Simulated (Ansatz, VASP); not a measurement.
# Two plane-wave programs on Ba

```
Ba
1.0
    -2.50000    2.50000    2.53750
     2.50000   -2.50000    2.53750
     2.50000    2.50000   -2.53750
Ba
1
Direct
  0.00000 0.00000 0.00000
```

Change from the starting cell: strain +0.000 along x and y, +0.015 along z, atoms carried along.

Alike in both runs: task single point; functional PBE; k mesh 14 × 14 × 14; occupations gaussian, width 0.15 eV; no spin polarisation.

```csv
,VASP,Ansatz
version,VASP 6.6.1,Ansatz 0.2.0
potentials or method,"VASP PAW PBE potentials, release 64 (Ba_sv), cutoff 520 eV","scalar-relativistic, plane waves, PAW"
valence electrons in the cell,10,10
```

```csv
,VASP,Ansatz,Ansatz less VASP
gap on the k mesh at the Fermi level (eV),none,none,-
pressure (GPa),0.0,0.0,-0.05
```

A gap of «none» marks a metal or a gap that the smearing closes.

Spin-orbit coupling is off throughout.
